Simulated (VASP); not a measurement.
# CoSi2 (Fm-3m) in VASP: a series of runs

Runs on CoSi2. Level: PBEsol+D3(BJ). Tasks: single point.

Program: VASP 6.6.1. These are calculated values, not measurements. Logs are shortened: lines on timing, memory, paths and dates and some standing lists are left out, and cuts for length are marked.

### Step 1. The cell of the first run

The structure is cubic, space group Fm-3m (No. 225). Conventional cell: a = 5.356 Å, b = 5.356 Å, c = 5.356 Å, α = 90.00°, β = 90.00°, γ = 90.00°. Within 3.1 Å of Co (site symmetry m-3m) lie 8 Si at 2.32 Å. Si (site symmetry -43m) has 4 Co at 2.32 Å and 6 Si at 2.68 Å within 3.1 Å.

### Step 2. Single point, PBEsol+D3(BJ), collinear spin, zero start

INCAR reads:

```
SYSTEM = CoSi2
PREC = Accurate ; ENCUT = 520
EDIFF = 1E-6 ; ISMEAR = -1
SIGMA = 0.3 ; LREAL = .FALSE.
LASPH = .TRUE. ; NELM = 150
ALGO = Normal ; ISIF = 2
LWAVE = .FALSE. ; LCHARG = .FALSE.
ISPIN = 2 ; MAGMOM = 0 0 0
LORBIT = 11 ; NUPDOWN = 0.0
LMAXMIX = 4 ; GGA = PS
IVDW = 12 ; NBANDS = 20
```

KPOINTS reads:

```
regular mesh
0
G
  9 9 9
  0 0 0
```

POSCAR reads:

```
CoSi2
1.0
    3.7872640000      0.0000000000      0.0000000000
    1.8936320000      3.2798668348      0.0000000000
    1.8936320000      1.0932889449      3.0922881071
Co Si
1 2
Direct
    0.0000000000      0.0000000000      0.0000000000
    0.2500000000      0.2500000000      0.2500000000
    0.7500000000      0.7500000000      0.7500000000
```

Potentials or basis: VASP PAW PBE potentials, release 64 (Co, Si).

Launch:

```bash
> cat potpaw_PBE.64/Co/POTCAR potpaw_PBE.64/Si/POTCAR > POTCAR
> mpirun -np 1 vasp_std > vasp.out
```

OUTCAR:

```text
SYSTEM = CoSi2
   PREC = Accurate
   ENCUT = 520
   EDIFF = 1E-6
   ISMEAR = -1
   LREAL = .FALSE.
   LASPH = .TRUE.
   NELM = 150
   ISIF = 2
   ISPIN = 2
   LORBIT = 11
   NUPDOWN = 0.0
   GGA = PS
   IVDW = 12
 IVDW          = 12

 ion  position               nearest neighbor table
   1  0.000  0.000  0.000-   3 2.32   2 2.32   2 2.32   3 2.32   3 2.32   2 2.32   3 2.32   2 2.32

   2  0.250  0.250  0.250-   1 2.32   1 2.32   1 2.32   1 2.32   3 2.68   3 2.68   3 2.68   3 2.68
                             3 2.68   3 2.68
   3  0.750  0.750  0.750-   1 2.32   1 2.32   1 2.32   1 2.32   2 2.68   2 2.68   2 2.68   2 2.68
                             2 2.68   2 2.68

  LATTYP: Found a face centered cubic cell.
 ALAT       =     5.3560001130

  Lattice vectors:

 A1 = (   3.7872640000,   0.0000000000,   0.0000000000)
 A2 = (   1.8936320000,   3.2798668348,   0.0000000000)
 A3 = (   1.8936320000,   1.0932889449,   3.0922881071)

Analysis of symmetry for initial positions (statically):
=====================================================================
 Subroutine PRICEL returns:
 Original cell was already a primitive cell.

 Routine SETGRP: Setting up the symmetry group for a
 face centered cubic supercell.

 Subroutine GETGRP returns: Found 48 space group operations
 (whereof 48 operations were pure point group operations)
 out of a pool of 48 trial point group operations.

The static configuration has the point symmetry O_h .

Analysis of symmetry for dynamics (positions and initial velocities):
=====================================================================
 Subroutine PRICEL returns:
 Original cell was already a primitive cell.

 Routine SETGRP: Setting up the symmetry group for a
 face centered cubic supercell.

 Subroutine GETGRP returns: Found 48 space group operations
 (whereof 48 operations were pure point group operations)
 out of a pool of 48 trial point group operations.

The dynamic configuration has the point symmetry O_h .

Analysis of structural, dynamic, and magnetic symmetry:
=====================================================================
 Subroutine PRICEL returns:
 Original cell was already a primitive cell.

 Routine SETGRP: Setting up the symmetry group for a
 face centered cubic supercell.

 Subroutine GETGRP returns: Found 48 space group operations
 (whereof 48 operations were pure point group operations)
 out of a pool of 48 trial point group operations.

The overall configuration has the point symmetry O_h .

 Subroutine INISYM returns: Found 48 space group operations
 (whereof 48 operations are pure point group operations),
 and found     1 'primitive' translations

----------------------------------------------------------------------------------------

                                     Primitive cell

  volume of cell :      38.4115

  direct lattice vectors                    reciprocal lattice vectors
     3.787264000  0.000000000  0.000000000     0.264042855 -0.152445214 -0.107795044
     1.893632000  3.279866835  0.000000000     0.000000000  0.304890427 -0.107795044
     1.893632000  1.093288945  3.092288107     0.000000000  0.000000000  0.323385133

  length of vectors
     3.787264000  3.787264000  3.787264000     0.323385133  0.323385133  0.323385133

  position of ions in fractional coordinates (direct lattice)
     0.000000000  0.000000000  0.000000000
     0.250000000  0.250000000  0.250000000
     0.750000000  0.750000000  0.750000000

  ion indices of the primitive-cell ions
   primitive index   ion index
                 1           1
                 2           2
                 3           3

----------------------------------------------------------------------------------------

 KPOINTS: regular mesh

Automatic generation of k-mesh.
 Grid dimensions read from file:
 generate k-points for:    9    9    9

 Generating k-lattice:

  Cartesian coordinates                     Fractional coordinates (reciprocal lattice)
     0.029338095 -0.016938357 -0.011977227     0.111111111  0.000000000  0.000000000
     0.000000000  0.033876714 -0.011977227     0.000000000  0.111111111  0.000000000
     0.000000000  0.000000000  0.035931681     0.000000000  0.000000000  0.111111111

  Length of vectors
     0.035931681  0.035931681  0.035931681

  Shift w.r.t. Gamma in fractional coordinates (k-lattice)
     0.000000000  0.000000000  0.000000000

 Subroutine IBZKPT returns following result:
 ===========================================

 Found     35 irreducible k-points:

 Following reciprocal coordinates:
            Coordinates               Weight
  0.000000  0.000000  0.000000      1.000000
  0.111111 -0.000000  0.000000      8.000000
  0.222222  0.000000 -0.000000      8.000000
  0.333333 -0.000000 -0.000000      8.000000
  0.444444  0.000000 -0.000000      8.000000
  0.111111  0.111111 -0.000000      6.000000
[... 16 lines left out ...]
 -0.333333  0.333333  0.000000     12.000000
  0.444444  0.444444  0.000000      6.000000
 [... further k-points ...]
   k-points           NKPTS =     35   k-points in BZ     NKDIM =     35   number of bands    NBANDS=     20
   number of dos      NEDOS =    301   number of ions     NIONS =      3
   total plane-waves  NPLWV =  21952
   dimension x,y,z NGX =    28 NGY =   28 NGZ =   28
   dimension x,y,z NGXF=    56 NGYF=   56 NGZF=   56
   ions per type =               1   2
   NGX,Y,Z   is equivalent  to a cutoff of  12.29, 12.29, 12.29 a.u.
   NGXF,Y,Z  is equivalent  to a cutoff of  24.58, 24.58, 24.58 a.u.
 SYSTEM =  CoSi2
   PREC   = accura    normal or accurate (medium, high low for compatibility)
   ISTART =      0    job   : 0-new  1-cont  2-samecut
   ICHARG =      2    charge: 1-file 2-atom 10-const
   ISPIN  =      2    spin polarized calculation?
   LNONCOLLINEAR =      F non collinear calculations
   LSORBIT =      F    spin-orbit coupling
   LASPH  =      T    aspherical Exc in radial PAW
   ENCUT  =  520.0 eV  38.22 Ry    6.18 a.u.   7.04  7.04  7.04*2*pi/ulx,y,z
   NELM   =    150;   NELMIN=  2; NELMDL= -5     # of ELM steps
   EDIFF  = 0.1E-05   stopping-criterion for ELM
   LREAL  =      F    real-space projection
   EDIFFG = 0.1E-04   stopping-criterion for IOM
   NSW    =      0    number of steps for IOM
   IBRION =     -1    ionic relax: 0-MD 1-quasi-New 2-CG
   NFREE  =      0    steps in history (QN), initial steepest desc. (CG)
   ISIF   =      2    stress and relaxation
   ISYM   =      2    0-nonsym 1-usesym 2-fastsym
   POTIM  = 0.5000    time-step for ionic-motion
   TEBEG  =    0.0;   TEEND  =   0.0 temperature during run
   PSTRESS=    0.0 pullay stress
   NELECT =      17.0000    total number of electrons
   NUPDOWN=       0.0000    fix difference up-down
   EMIN   =  10.00;   EMAX   =-10.00  energy-range for DOS
   EFERMI =   0.00;   METHOD = LEGACY
   ISMEAR =    -1;   SIGMA  =   0.30  broadening in eV -4-tet -1-fermi 0-gaus
   EFERMI_NEDOS =   21; number of points for ismear=-14 and -15
   IALGO  =     38    algorithm
   IMIX   =      4    mixing-type and parameters
     AMIX     =   0.40;   BMIX     =  1.00
     AMIX_MAG =   1.60;   BMIX_MAG =  1.00
  volume/ion in A,a.u.               =      12.80        86.40
  Fermi-wavevector in a.u.,A,eV,Ry     =   1.247586  2.357596 21.177078  1.556471
  Thomas-Fermi vector in A             =   2.381712
   LORBIT       =     11    0 simple, 1 ext, 2 COOP (PROOUT), +10 PAW based schemes
   GGA     = PS    functional components
   LHFCALC =     F    Hartree Fock is set to
   AEXX    =    0.0000 exact exchange contribution
   IVDW    =    12    specifies the selected vdW correction
   LEPSILON=     F    determine dielectric tensor
   LRPA    =     F    only Hartree local field effects (RPA)
 spin polarized calculation
  energy-cutoff  :      520.00
  volume of cell :       38.41
 maximum number of plane-waves:      1044
   NGX = 15   NGY = 15   NGZ = 15

 number of electron      16.9999995 magnetization      -0.0000000

 number of electron      16.9999995 magnetization       0.0000000

 Free energy of the ion-electron system (eV)
  ---------------------------------------------------
  ext. energy  EPLUGINS =         0.00000000
  ---------------------------------------------------
  free energy    TOTEN  =       -21.13408671 eV

  energy without entropy =      -20.79073267  energy(sigma->0) =      -20.96240969

 E-fermi :  10.1348     XC(G=0): -11.8561

 val. band max:        9.9898124526   @ k =   0.2222   0.2222   0.0000
 cond. band min:      10.1646159493   @ k =   0.4444   0.2222   0.1111
 fundamental gap:      0.1748034967
 Fermi energy:        10.1347994415

 spin component 1

 k-point     1 :       0.0000    0.0000    0.0000
  band No.  band energies     occupation
      1      -3.1200      1.00000
      2       5.9024      1.00000
      3       5.9024      1.00000
      4       5.9024      1.00000
      5       8.0638      0.99900
      6       8.0638      0.99900
[... 12 lines left out ...]
     19      20.3381      0.00000
[... 513 lines left out ...]
      4       6.3105      1.00000
      5       6.3105      1.00000
      6       8.1028      0.99886
[... 12 lines left out ...]
     19      25.0502      0.00000
     20      25.0502      0.00000

 [... further k-points ...]

 spin component 2

 k-point     1 :       0.0000    0.0000    0.0000
  band No.  band energies     occupation
      1      -3.1200      1.00000
      2       5.9024      1.00000
      3       5.9024      1.00000
      4       5.9024      1.00000
      5       8.0638      0.99900
      6       8.0638      0.99900
[... 12 lines left out ...]
     19      20.3381      0.00000
[... 513 lines left out ...]
      4       6.3105      1.00000
      5       6.3105      1.00000
      6       8.1028      0.99886
[... 12 lines left out ...]
     19      25.0502      0.00000
     20      25.0502      0.00000

 [... further k-points ...]

------------------------ aborting loop because EDIFF is reached ----------------------------------------

 Edisp (eV)   -1.15961

 E8    (eV) :    -0.7440

  FORCE on cell =-STRESS in cart. coord.  units (eV):
  Direction    XX          YY          ZZ          XY          YZ          ZX
  --------------------------------------------------------------------------------------
  -------------------------------------------------------------------------------------
  Total      -1.98916    -1.98916    -1.98916    -0.00000     0.00000     0.00000
  in kB     -82.96956   -82.96956   -82.96956    -0.00000     0.00000     0.00000
  external pressure =      -82.97 kB  Pullay stress =        0.00 kB

 VOLUME and BASIS-vectors are now :
 -----------------------------------------------------------------------------
  energy-cutoff  :      520.00
  volume of cell :       38.41
      direct lattice vectors                 reciprocal lattice vectors
     3.787264000  0.000000000  0.000000000     0.264042855 -0.152445214 -0.107795044
     1.893632000  3.279866835  0.000000000     0.000000000  0.304890427 -0.107795044
     1.893632000  1.093288945  3.092288107     0.000000000  0.000000000  0.323385133

 POSITION                                       TOTAL-FORCE (eV/Angst)
 -----------------------------------------------------------------------------------
      0.00000      0.00000      0.00000         0.000000     -0.000000      0.000000
      1.89363      1.09329      0.77307         0.000000      0.000000     -0.000000
      5.68090      3.27987      2.31922        -0.000000     -0.000000      0.000000
 -----------------------------------------------------------------------------------
    total drift:                                0.000000      0.000000     -0.000000

  FREE ENERGIE OF THE ION-ELECTRON SYSTEM (eV)
  ---------------------------------------------------
  free  energy   TOTEN  =       -22.2936935397 eV

  energy  without entropy=      -21.9503394974  energy(sigma->0) =      -22.12201652

 total charge

# of ion       s       p       d       tot
------------------------------------------
    1        0.543   0.728   7.590   8.861
    2        0.719   0.871   0.000   1.589
    3        0.719   0.871   0.000   1.589
--------------------------------------------------
tot          1.980   2.470   7.590  12.040

 magnetization (x)

# of ion       s       p       d       tot
------------------------------------------
    1        0.000  -0.000  -0.000  -0.000
    2        0.000   0.000   0.000   0.000
    3        0.000   0.000   0.000   0.000
--------------------------------------------------
tot          0.000   0.000  -0.000   0.000
```

Run time: 80 s. Hardware: 1 thread of Intel Xeon 8259CL, shared host; peak memory 0.21 GiB.

Results:

| Item | Value |
| --- | --- |
| Free energy | -22.2937 eV |
| Pressure | -8.3 GPa |
| Net moment | 0.00 μB per cell |
| Valence electrons inside the program's atomic spheres | Co 8.86; Si 1.59 |
| Dispersion energy per atom | -0.387 eV |

Caveat: three body term missing; the cell stands under tension; the PAW data sets were made with another functional, which shifts forces and pressure a little; the total moment is fixed, so each spin has its own Fermi level.

### Step 3. Single point, PBEsol+D3(BJ), collinear spin, ferromagnetic start

INCAR reads:

```
  PREC = Accurate
  ENCUT = 520
  EDIFF = 1E-7
  ISMEAR = -1
  SIGMA = 0.3
  LREAL = F
  LASPH = T
  NELM = 150
  ALGO = Normal
  ISIF = 2
  LWAVE = F
  LCHARG = F
  ISPIN = 2
  MAGMOM = 0.39 0.05 0.05
  LORBIT = 11
  NUPDOWN = 0.6
  LMAXMIX = 4
  GGA = PS
  IVDW = 12
  NBANDS = 20
```

KPOINTS reads:

```
Automatic mesh
0
Gamma
  9 9 9
```

POSCAR is that of step 2.

Potentials or basis: VASP PAW PBE potentials, release 64 (Co, Si).

Launch:

```bash
> cat potpaw_PBE.64/Co/POTCAR potpaw_PBE.64/Si/POTCAR > POTCAR
> mpirun -np 1 vasp_std > vasp.out
```

It took 78 s on 1 thread of Intel Xeon 8259CL, shared host; peak memory 0.21 GiB.

It converged, with:

```yaml
Free_energy: -22.1583 eV
Pressure: -6.9 GPa
Net_moment: 0.60 μB per cell
Site_moments: Co +0.39; Si +0.04 μB
Valence_electrons_inside_the_program's_atomic_spheres: Co 8.85; Si 1.59
Dispersion_energy_per_atom: -0.387 eV
```

Caveat: three body term missing; the cell stands under tension; the PAW data sets were made with another functional, which shifts forces and pressure a little; the total moment is fixed, so each spin has its own Fermi level.

### Step 4. Single point, PBEsol+D3(BJ), collinear spin, ferromagnetic start

INCAR reads:

```
SYSTEM = CoSi2
PREC = Accurate
ENCUT = 520
EDIFF = 1E-7
ISMEAR = -1
SIGMA = 0.3
LREAL = .FALSE.
LASPH = .TRUE.
NELM = 150
ALGO = Normal
ISIF = 2
LWAVE = .FALSE.
LCHARG = .FALSE.
ISPIN = 2
MAGMOM = 0.79 0.11 0.11
LORBIT = 11
NUPDOWN = 1.2
LMAXMIX = 4
GGA = PS
IVDW = 12
NBANDS = 20
```

KPOINTS reads:

```
regular mesh
0
G
  9 9 9
  0 0 0
```

POSCAR is that of step 3.

Potentials or basis: VASP PAW PBE potentials, release 64 (Co, Si).

Launch:

```bash
> cat potpaw_PBE.64/Co/POTCAR potpaw_PBE.64/Si/POTCAR > POTCAR
> mpirun -np 1 vasp_std > vasp.out
```

OUTCAR:

```text
SYSTEM = CoSi2
   PREC = Accurate
   ENCUT = 520
   EDIFF = 1E-7
   ISMEAR = -1
   LREAL = .FALSE.
   LASPH = .TRUE.
   NELM = 150
   ISIF = 2
   ISPIN = 2
   LORBIT = 11
   NUPDOWN = 1.2
   GGA = PS
   IVDW = 12
 IVDW          = 12

 ion  position               nearest neighbor table
   1  0.000  0.000  0.000-   3 2.32   2 2.32   2 2.32   3 2.32   3 2.32   2 2.32   3 2.32   2 2.32

   2  0.250  0.250  0.250-   1 2.32   1 2.32   1 2.32   1 2.32   3 2.68   3 2.68   3 2.68   3 2.68
                             3 2.68   3 2.68
   3  0.750  0.750  0.750-   1 2.32   1 2.32   1 2.32   1 2.32   2 2.68   2 2.68   2 2.68   2 2.68
[... 1335 lines left out ...]
  energy-cutoff  :      520.00
  volume of cell :       38.41
      direct lattice vectors                 reciprocal lattice vectors
     3.787264000  0.000000000  0.000000000     0.264042855 -0.152445214 -0.107795044
     1.893632000  3.279866835  0.000000000     0.000000000  0.304890427 -0.107795044
     1.893632000  1.093288945  3.092288107     0.000000000  0.000000000  0.323385133

 POSITION                                       TOTAL-FORCE (eV/Angst)
 -----------------------------------------------------------------------------------
      0.00000      0.00000      0.00000         0.000000     -0.000000     -0.000000
      1.89363      1.09329      0.77307         0.000000      0.000000     -0.000000
      5.68090      3.27987      2.31922        -0.000000     -0.000000      0.000000
 -----------------------------------------------------------------------------------
    total drift:                                0.000000      0.000000     -0.000000

  FREE ENERGIE OF THE ION-ELECTRON SYSTEM (eV)
  ---------------------------------------------------
  free  energy   TOTEN  =       -21.7237006000 eV

  energy  without entropy=      -21.2521072231  energy(sigma->0) =      -21.48790391

 total charge

# of ion       s       p       d       tot
------------------------------------------
    1        0.544   0.732   7.556   8.832
    2        0.739   0.866   0.000   1.605
    3        0.739   0.866   0.000   1.605
--------------------------------------------------
tot          2.021   2.464   7.556  12.042

 magnetization (x)

# of ion       s       p       d       tot
------------------------------------------
    1        0.012   0.113   0.655   0.780
    2        0.028   0.059   0.000   0.087
    3        0.028   0.059   0.000   0.087
--------------------------------------------------
tot          0.069   0.230   0.655   0.954
```

OSZICAR:

```text
N       E                     dE             d eps       ncg     rms          rms(c)
DAV:   1     0.657834568415E+02    0.65783E+02   -0.66729E+03  2832   0.826E+02
DAV:   2    -0.178602727436E+02   -0.83644E+02   -0.73817E+02  2960   0.185E+02
DAV:   3    -0.223358227488E+02   -0.44756E+01   -0.43365E+01  3364   0.452E+01
DAV:   4    -0.224119957448E+02   -0.76173E-01   -0.75995E-01  3272   0.534E+00
DAV:   5    -0.224141566097E+02   -0.21609E-02   -0.21606E-02  3460   0.951E-01    0.162E+01
DAV:   6    -0.276183157659E+02   -0.52042E+01   -0.27608E+01  3112   0.965E+01    0.228E+01
DAV:   7    -0.206128842198E+02    0.70054E+01   -0.12422E+01  3468   0.720E+01    0.347E+00
DAV:   8    -0.206087348567E+02    0.41494E-02   -0.70406E-01  3628   0.623E+00    0.241E+00
DAV:   9    -0.205650463451E+02    0.43689E-01   -0.78950E-02  3376   0.429E+00    0.785E-01
DAV:  10    -0.205642660509E+02    0.78029E-03   -0.35934E-03  3948   0.411E-01    0.300E-01
DAV:  11    -0.205641700640E+02    0.95987E-04   -0.96627E-04  3524   0.516E-01    0.121E-01
DAV:  12    -0.205640935068E+02    0.76557E-04   -0.26218E-04  3456   0.298E-01    0.286E-02
DAV:  13    -0.205640951329E+02   -0.16262E-05   -0.16388E-05  3740   0.338E-02    0.111E-02
DAV:  14    -0.205640943859E+02    0.74701E-06   -0.16058E-06  3628   0.126E-02    0.693E-03
DAV:  15    -0.205640937041E+02    0.68179E-06   -0.36820E-07  3272   0.592E-03    0.299E-03
DAV:  16    -0.205640937686E+02   -0.64413E-07   -0.77001E-08  1864   0.366E-03
   1 F= -.21723701E+02 E0= -.21487904E+02  d E =-.471593E+00  mag=     1.2000
```

stdout:

```text
POSCAR found type information on POSCAR CoSi
 POSCAR found :  2 types and       3 ions
 scaLAPACK will be used
 -----------------------------------------------------------------------------
|                                                                             |
|                                                                             |
|     You enforced a specific xc type in the INCAR file but a different       |
|     I HOPE YOU KNOW WHAT YOU ARE DOING!                                     |
|                                                                             |
 -----------------------------------------------------------------------------

 LDA part: xc-table for (Slater+PW92), standard interpolation
 POSCAR, INCAR and KPOINTS ok, starting setup
 FFT: planning ... GRIDC
 FFT: planning ... GRID_SOFT
 FFT: planning ... GRID
 WAVECAR not read
 entering main loop
```

It took 88 s on 1 thread of Intel Xeon 8259CL, shared host; peak memory 0.21 GiB.

Results:

```yaml
Free_energy: -21.7237 eV
Pressure: -2.1 GPa
Net_moment: 1.20 μB per cell
Site_moments: Co +0.78; Si +0.09 μB
Valence_electrons_inside_the_program's_atomic_spheres: Co 8.83; Si 1.60
Dispersion_energy_per_atom: -0.387 eV
```

Caveat: three body term missing; the PAW data sets were made with another functional, which shifts forces and pressure a little; the total moment is fixed, so each spin has its own Fermi level.

(Part 1 of 2 ends here.)
